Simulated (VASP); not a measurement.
Here is a VASP 6.6.1 calculation.

Contents of INCAR:

```
  ALGO = Normal
  EDIFF = 1E-6
  ENCUT = 500
  GGA = CA
  GGA_COMPAT = F
  ISIF = 2
  ISMEAR = 1
  LASPH = T
  LCHARG = F
  LREAL = F
  LWAVE = F
  NBANDS = 28
  NELM = 120
  PREC = Accurate
  SIGMA = 0.1
```

File KPOINTS:

```
k-points
0
Gamma
  5 5 5
```

POSCAR

```
ScPt3
1.0
    3.9580000000      0.0000000000      0.0000000000
    0.0000000000      3.9580000000      0.0000000000
    0.0000000000      0.0000000000      3.9580000000
Sc Pt
1 3
Direct
    0.0000000000      0.0000000000      0.0000000000
    0.0000000000      0.5000000000      0.5000000000
    0.5000000000      0.0000000000      0.5000000000
    0.5000000000      0.5000000000      0.0000000000
```

Potentials or basis: VASP PAW LDA potentials, release 64 (Sc_sv, Pt).

Run with:

```console
$ cat potpaw_LDA.64/Sc_sv/POTCAR potpaw_LDA.64/Pt/POTCAR > POTCAR
$ mpirun -np 1 vasp_std > vasp.out
```

(1) What does it give for the pressure?

## Answers

(1) -4.8 GPa.
